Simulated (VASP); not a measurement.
# TiO2 (P4_2nm) in VASP: further runs

Runs on TiO2. Level: PBE. Tasks: single point.

Everything below comes from runs of VASP 6.6.1. Logs are shortened: lines on timing, memory, paths and dates and some standing lists are left out, and cuts for length are marked.

**1. The cell of the first run**

Symmetry: P4_2nm, No. 102, tetragonal system. The conventional cell has a = 4.527 Å, b = 4.527 Å, c = 2.890 Å, α = 90.00°, β = 90.00°, γ = 90.00°. Within 2.5 Å of Ti (site symmetry 2mm) lie 6 O at 1.87 to 1.95 Å. O (site symmetry m) has 3 Ti at 1.87 to 1.95 Å and 1 O at 2.50 Å within 2.5 Å.

**2. Single point, PBE (atoms displaced along a vibrational mode, the cell strained)**

The input, INCAR:

```
SYSTEM = TiO2
  ALGO = Normal
  EDIFF = 1E-7
  ENCUT = 520
  GGA = PE
  ISIF = 2
  ISMEAR = 0
  LASPH = .TRUE.
  LCHARG = .TRUE.
  LELF = .TRUE.
  LREAL = .FALSE.
  LVHAR = .TRUE.
  LWAVE = .FALSE.
  NBANDS = 33
  NELM = 60
  PREC = Accurate
  SIGMA = 0.05
```

The input, KPOINTS:

```
k-points
0
G
  6 6 10
  0 0 0
```

The input, POSCAR:

```
TiO2
1.0
    4.5273148210      0.0000000000      0.0000000000
    0.0000000000      4.5273148210      0.0000000000
    0.0000000000      0.0000000000      2.8897670966
Ti O
2 4
Direct
    0.0000000000      0.0000000000      0.0078488792
    0.5000000000      0.5000000000      0.5078488792
    0.3050970583      0.3050970583     -0.0117414307
    0.1949029417      0.8050970583      0.4882585693
    0.6949029417      0.6949029417     -0.0117414307
    0.8050970583      0.1949029417      0.4882585693
```

Potentials or basis: VASP PAW PBE potentials, release 64 (Ti_sv, O).

Started as:

```bash
$ cat potpaw_PBE.64/Ti_sv/POTCAR potpaw_PBE.64/O/POTCAR > POTCAR
$ mpirun -np 1 vasp_std > vasp.out
```

OUTCAR:

```text
SYSTEM = TiO2
   EDIFF = 1E-7
   ENCUT = 520
   GGA = PE
   ISIF = 2
   ISMEAR = 0
   LASPH = .TRUE.
   LREAL = .FALSE.
   NELM = 60
   PREC = Accurate

 ion  position               nearest neighbor table
   1  0.000  0.000  0.008-   4 1.87   6 1.87   4 1.95   6 1.95   5 1.95   3 1.95
   2  0.500  0.500  0.508-   3 1.87   5 1.87   3 1.95   5 1.95   4 1.95   6 1.95
   3  0.305  0.305  0.988-   2 1.87   2 1.95   1 1.95
   4  0.195  0.805  0.488-   1 1.87   1 1.95   2 1.95
   5  0.695  0.695  0.988-   2 1.87   2 1.95   1 1.95
   6  0.805  0.195  0.488-   1 1.87   1 1.95   2 1.95

  LATTYP: Found a simple tetragonal cell.
 ALAT       =     4.5273148210
 C/A-ratio  =     0.6382960344

  Lattice vectors:

 A1 = (   4.5273148210,   0.0000000000,   0.0000000000)
 A2 = (   0.0000000000,   4.5273148210,   0.0000000000)
 A3 = (   0.0000000000,   0.0000000000,   2.8897670966)

Analysis of symmetry for initial positions (statically):
=====================================================================
 Subroutine PRICEL returns:
 Original cell was already a primitive cell.

 Routine SETGRP: Setting up the symmetry group for a
 simple tetragonal supercell.

 Subroutine GETGRP returns: Found  8 space group operations
 (whereof  4 operations were pure point group operations)
 out of a pool of 16 trial point group operations.

The static configuration has the point symmetry C_2v.
 The point group associated with its full space group is C_4v.

Analysis of symmetry for dynamics (positions and initial velocities):
=====================================================================
 Subroutine PRICEL returns:
 Original cell was already a primitive cell.

 Routine SETGRP: Setting up the symmetry group for a
 simple tetragonal supercell.

 Subroutine GETGRP returns: Found  8 space group operations
 (whereof  4 operations were pure point group operations)
 out of a pool of 16 trial point group operations.

The dynamic configuration has the point symmetry C_2v.
 The point group associated with its full space group is C_4v.

 Subroutine INISYM returns: Found  8 space group operations
 (whereof  4 operations are pure point group operations),
 and found     1 'primitive' translations

----------------------------------------------------------------------------------------

                                     Primitive cell

  volume of cell :      59.2303

  direct lattice vectors                    reciprocal lattice vectors
     4.527314821  0.000000000  0.000000000     0.220881480  0.000000000  0.000000000
     0.000000000  4.527314821  0.000000000     0.000000000  0.220881480  0.000000000
     0.000000000  0.000000000  2.889767097     0.000000000  0.000000000  0.346048649

  length of vectors
     4.527314821  4.527314821  2.889767097     0.220881480  0.220881480  0.346048649

  position of ions in fractional coordinates (direct lattice)
     0.000000000  0.000000000  0.007848879
     0.500000000  0.500000000  0.507848879
     0.305097058  0.305097058  0.988258569
     0.194902942  0.805097058  0.488258569
     0.694902942  0.694902942  0.988258569
     0.805097058  0.194902942  0.488258569

  ion indices of the primitive-cell ions
   primitive index   ion index
                 1           1
                 2           2
                 3           3
                 4           4
                 5           5
                 6           6

----------------------------------------------------------------------------------------

 KPOINTS: k-points

Automatic generation of k-mesh.
 Grid dimensions read from file:
 generate k-points for:    6    6   10

 Generating k-lattice:

  Cartesian coordinates                     Fractional coordinates (reciprocal lattice)
     0.036813580  0.000000000  0.000000000     0.166666667  0.000000000  0.000000000
     0.000000000  0.036813580  0.000000000     0.000000000  0.166666667  0.000000000
     0.000000000  0.000000000  0.034604865     0.000000000  0.000000000  0.100000000

  Length of vectors
     0.036813580  0.036813580  0.034604865

  Shift w.r.t. Gamma in fractional coordinates (k-lattice)
     0.000000000  0.000000000  0.000000000

 Subroutine IBZKPT returns following result:
 ===========================================

 Found     60 irreducible k-points:

 Following reciprocal coordinates:
            Coordinates               Weight
  0.000000  0.000000  0.000000      1.000000
  0.166667  0.000000  0.000000      4.000000
  0.333333  0.000000  0.000000      4.000000
  0.500000  0.000000  0.000000      2.000000
  0.166667  0.166667  0.000000      4.000000
  0.333333  0.166667  0.000000      8.000000
[... 16 lines left out ...]
  0.333333  0.000000  0.200000      8.000000
  0.500000  0.000000  0.200000      4.000000
 [... further k-points ...]
   k-points           NKPTS =     60   k-points in BZ     NKDIM =     60   number of bands    NBANDS=     33
   number of dos      NEDOS =    301   number of ions     NIONS =      6
   total plane-waves  NPLWV =  31104
   dimension x,y,z NGX =    36 NGY =   36 NGZ =   24
   dimension x,y,z NGXF=    72 NGYF=   72 NGZF=   48
   ions per type =               2   4
   NGX,Y,Z   is equivalent  to a cutoff of  13.22, 13.22, 13.81 a.u.
   NGXF,Y,Z  is equivalent  to a cutoff of  26.44, 26.44, 27.61 a.u.
 SYSTEM =  TiO2
   PREC   = accura    normal or accurate (medium, high low for compatibility)
   ISTART =      0    job   : 0-new  1-cont  2-samecut
   ICHARG =      2    charge: 1-file 2-atom 10-const
   ISPIN  =      1    spin polarized calculation?
   LNONCOLLINEAR =      F non collinear calculations
   LSORBIT =      F    spin-orbit coupling
   LASPH  =      T    aspherical Exc in radial PAW
   ENCUT  =  520.0 eV  38.22 Ry    6.18 a.u.   8.42  8.42  5.37*2*pi/ulx,y,z
   NELM   =     60;   NELMIN=  2; NELMDL= -5     # of ELM steps
   EDIFF  = 0.1E-06   stopping-criterion for ELM
   LREAL  =      F    real-space projection
   EDIFFG = 0.1E-05   stopping-criterion for IOM
   NSW    =      0    number of steps for IOM
   IBRION =     -1    ionic relax: 0-MD 1-quasi-New 2-CG
   NFREE  =      0    steps in history (QN), initial steepest desc. (CG)
   ISIF   =      2    stress and relaxation
   ISYM   =      2    0-nonsym 1-usesym 2-fastsym
   POTIM  = 0.5000    time-step for ionic-motion
   TEBEG  =    0.0;   TEEND  =   0.0 temperature during run
   PSTRESS=    0.0 pullay stress
   NELECT =      48.0000    total number of electrons
   NUPDOWN=      -1.0000    fix difference up-down
   EMIN   =  10.00;   EMAX   =-10.00  energy-range for DOS
   EFERMI =   0.00;   METHOD = LEGACY
   ISMEAR =     0;   SIGMA  =   0.05  broadening in eV -4-tet -1-fermi 0-gaus
   EFERMI_NEDOS =   21; number of points for ismear=-14 and -15
   IALGO  =     38    algorithm
   IMIX   =      4    mixing-type and parameters
     AMIX     =   0.40;   BMIX     =  1.00
     AMIX_MAG =   1.60;   BMIX_MAG =  1.00
  volume/ion in A,a.u.               =       9.87        66.62
  Fermi-wavevector in a.u.,A,eV,Ry     =   1.526302  2.884293 31.696106  2.329598
  Thomas-Fermi vector in A             =   2.634354
   LORBIT       =      0    0 simple, 1 ext, 2 COOP (PROOUT), +10 PAW based schemes
   GGA     = PE    functional components
   LHFCALC =     F    Hartree Fock is set to
   AEXX    =    0.0000 exact exchange contribution
   IVDW    =     0    specifies the selected vdW correction
   LEPSILON=     F    determine dielectric tensor
   LRPA    =     F    only Hartree local field effects (RPA)
 non-spin polarized calculation
 Gauss-broadening in eV      SIGMA  =   0.05
  energy-cutoff  :      520.00
  volume of cell :       59.23
 maximum number of plane-waves:      1618
 NGX is ok and might be reduce to    36
   NGX = 17   NGY = 17   NGZ = 11

 number of electron      48.0000006 magnetization

 Free energy of the ion-electron system (eV)
  ---------------------------------------------------
  ext. energy  EPLUGINS =         0.00000000
  ---------------------------------------------------
  free energy    TOTEN  =       -53.35660173 eV

  energy without entropy =      -53.35660173  energy(sigma->0) =      -53.35660173

 E-fermi :   5.7263     XC(G=0): -11.6890

 val. band max:        5.3476295587   @ k =   0.0000   0.0000   0.0000
 cond. band min:       7.4484749281   @ k =   0.5000   0.0000   0.5000
 fundamental gap:      2.1008453694
 Fermi energy:         5.7263091699

 k-point     1 :       0.0000    0.0000    0.0000
  band No.  band energies     occupation
      1     -51.3019      2.00000
      2     -51.2794      2.00000
      3     -27.6751      2.00000
      4     -27.6751      2.00000
      5     -27.4629      2.00000
      6     -27.4629      2.00000
[... 25 lines left out ...]
     32      12.5299      0.00000
     33      12.5320      0.00000

 k-point     2 :       0.1667    0.0000    0.0000
  band No.  band energies     occupation
      1     -51.3004      2.00000
      2     -51.2809      2.00000
      3     -27.6642      2.00000
      4     -27.6631      2.00000
      5     -27.4765      2.00000
      6     -27.4754      2.00000
[... 25 lines left out ...]
     32      12.4164      0.00000
     33      12.4654      0.00000

 k-point     3 :       0.3333    0.0000    0.0000
  band No.  band energies     occupation
      1     -51.2962      2.00000
      2     -51.2850      2.00000
      3     -27.6354      2.00000
      4     -27.6325      2.00000
      5     -27.5102      2.00000
      6     -27.5074      2.00000
[... 25 lines left out ...]
     32      12.1583      0.00000
     33      12.3301      0.00000

 k-point     4 :       0.5000    0.0000    0.0000
  band No.  band energies     occupation
      1     -51.2906      2.00000
      2     -51.2906      2.00000
      3     -27.6106      2.00000
      4     -27.6106      2.00000
      5     -27.5337      2.00000
      6     -27.5337      2.00000
[... 25 lines left out ...]
     32      11.7589      0.00000
     33      12.3529      0.00000

 k-point     5 :       0.1667    0.1667    0.0000
  band No.  band energies     occupation
      1     -51.2990      2.00000
      2     -51.2822      2.00000
      3     -27.6791      2.00000
      4     -27.6308      2.00000
      5     -27.5111      2.00000
      6     -27.4605      2.00000
[... 604 lines left out ...]
 k-point    22 :       0.1667    0.0000    0.2000
  band No.  band energies     occupation
      1     -51.2797      2.00000
      2     -51.2639      2.00000
      3     -27.6310      2.00000
      4     -27.6127      2.00000
      5     -27.5887      2.00000
      6     -27.5830      2.00000
[... 25 lines left out ...]
     32      11.7988      0.00000
     33      12.0503      0.00000

 k-point    23 :       0.3333    0.0000    0.2000
  band No.  band energies     occupation
      1     -51.2763      2.00000
      2     -51.2672      2.00000
      3     -27.6325      2.00000
      4     -27.6065      2.00000
      5     -27.5808      2.00000
      6     -27.5625      2.00000
[... 25 lines left out ...]
     32      11.3616      0.00000
     33      12.0800      0.00000

 k-point    24 :       0.5000    0.0000    0.2000
  band No.  band energies     occupation
      1     -51.2717      2.00000
      2     -51.2717      2.00000
      3     -27.6219      2.00000
      4     -27.6219      2.00000
      5     -27.5577      2.00000
      6     -27.5577      2.00000
[... 25 lines left out ...]
     32      11.1346      0.00000
     33      12.4568      0.00000

 [... further k-points ...]

------------------------ aborting loop because EDIFF is reached ----------------------------------------

  FORCE on cell =-STRESS in cart. coord.  units (eV):
  Direction    XX          YY          ZZ          XY          YZ          ZX
  --------------------------------------------------------------------------------------
  -------------------------------------------------------------------------------------
  Total        7.2254636      7.2254636      9.5530524     -0.0000000      0.0000000      0.0000000
  in kB      195.4483764    195.4483764    258.4095208     -0.0000000      0.0000000      0.0000000
  external PRESSURE =     216.4354245 kB  Pullay stress =       0.0000000 kB

 VOLUME and BASIS-vectors are now :
 -----------------------------------------------------------------------------
  energy-cutoff  :      520.00
  volume of cell :       59.23
      direct lattice vectors                 reciprocal lattice vectors
     4.527314821  0.000000000  0.000000000     0.220881480  0.000000000  0.000000000
     0.000000000  4.527314821  0.000000000     0.000000000  0.220881480  0.000000000
     0.000000000  0.000000000  2.889767097     0.000000000  0.000000000  0.346048649

 POSITION                                       TOTAL-FORCE (eV/Angst)
 -----------------------------------------------------------------------------------
      0.00000      0.00000      0.02268        -0.000000      0.000000     -0.258964
      2.26366      2.26366      1.46756        -0.000000      0.000000     -0.258964
      1.38127      1.38127      2.85584        -0.362206     -0.362206      0.129482
      0.88239      3.64493      1.41095         0.362206     -0.362206      0.129482
      3.14604      3.14604      2.85584         0.362206      0.362206      0.129482
      3.64493      0.88239      1.41095        -0.362206      0.362206      0.129482
 -----------------------------------------------------------------------------------
    total drift:                               -0.000000      0.000000     -0.000080

  FREE ENERGIE OF THE ION-ELECTRON SYSTEM (eV)
  ---------------------------------------------------
  free  energy   TOTEN  =       -53.3566017332 eV

  energy  without entropy=      -53.3566017332  energy(sigma->0) =      -53.35660173
```

It took 45 s on 1 thread of Intel Xeon 6975P-C (Granite Rapids), shared host; peak memory 0.23 GiB.

What came out:

```
Free energy            : -53.3566 eV
Pressure               : 21.6 GPa
Largest force          : 0.528 eV/Å
Band gap on the k mesh : 2.10 eV (least direct gap 2.13 eV)
```

Forces on the atoms (eV/Å):
```
Ti   0.000  0.000 -0.259
Ti   0.000  0.000 -0.259
O   -0.362 -0.362  0.129
O    0.362 -0.362  0.129
O    0.362  0.362  0.129
O   -0.362  0.362  0.129
```

Caveat: the cell differs from its parent crystal (atoms displaced along a vibrational mode, the cell strained); the cell stands under pressure.

**3. Single point, PBE (atoms displaced along a vibrational mode, the cell strained)**

The input, INCAR:

```
PREC     = Accurate       # precision mode
ENCUT    = 520            # plane-wave cutoff, eV
EDIFF    = 1E-6           # SCF threshold, eV
ISMEAR   = 0              # smearing method
SIGMA    = 0.05           # smearing width, eV
LREAL    = F              # projectors in reciprocal space
LASPH    = T              # aspherical terms in the spheres
NELM     = 80             # most SCF steps
ALGO     = Normal         # electronic algorithm
ISIF     = 2              # what is computed and relaxed
LWAVE    = F              # write WAVECAR
LCHARG   = F              # write CHGCAR
GGA      = PE             # functional
NBANDS   = 33             # bands
```

The input, KPOINTS:

```
regular mesh
0
Gamma
  6 6 10
```

The input, POSCAR:

```
TiO2
1.0
    4.5658550395      0.0000000000      0.0000000000
    0.0000000000      4.5658550395      0.0000000000
    0.0000000000      0.0000000000      2.9143671652
Ti O
2 4
Direct
    0.0000000000      0.0000000000      0.0117733187
    0.5000000000      0.5000000000      0.5117733187
    0.3050970583      0.3050970583     -0.0176121460
    0.1949029417      0.8050970583      0.4823878540
    0.6949029417      0.6949029417     -0.0176121460
    0.8050970583      0.1949029417      0.4823878540
```

Potentials or basis: VASP PAW PBE potentials, release 64 (Ti_sv, O).

Started as:

```bash
$ cat potpaw_PBE.64/Ti_sv/POTCAR potpaw_PBE.64/O/POTCAR > POTCAR
$ mpirun -np 1 vasp_std > vasp.out
```

Wall time 41 s (1 thread of Intel Xeon 6975P-C (Granite Rapids), shared host); peak memory 0.23 GiB.

The run converged. Its results:

* Free energy: -53.5155 eV
* Pressure: 14.7 GPa
* Largest force: 0.435 eV/Å
* Band gap on the k mesh: 2.10 eV (least direct gap 2.19 eV)

Forces in eV/Å, atoms in the order of the input:
```
Ti   0.000  0.000 -0.290
Ti   0.000  0.000 -0.290
O   -0.290 -0.290  0.145
O    0.290 -0.290  0.145
O    0.290  0.290  0.145
O   -0.290  0.290  0.145
```

Stress tensor (GPa, compression positive):
```
13.21  0.00  0.00
 0.00 13.21  0.00
 0.00  0.00 17.68
```

Levels at points of the mesh, in eV from the valence-band top:
```tsv
k point	band 21	band 22	band 23	band 24	band 25	band 26	band 27	band 28
(0.00, 0.00, 0.00)	-0.77	-0.50	-0.50	0.00	2.19	2.43	2.65	2.82
(0.50, 0.00, 0.00)	-1.55	-1.55	-0.74	-0.74	2.60	2.60	3.44	3.44
(0.50, 0.50, 0.00)	-1.32	-1.32	-1.08	-1.08	2.21	2.21	2.82	2.82
(0.00, 0.00, 0.50)	-2.40	-2.40	-1.40	-1.40	3.18	3.18	3.49	3.49
(0.50, 0.00, 0.50)	-2.03	-2.03	-1.06	-1.06	2.10	2.10	3.52	3.52
(0.50, 0.50, 0.50)	-1.48	-1.10	-0.63	-0.63	2.48	3.10	3.44	3.44
```

Caveat: the cell differs from its parent crystal (atoms displaced along a vibrational mode, the cell strained); the cell stands under pressure.
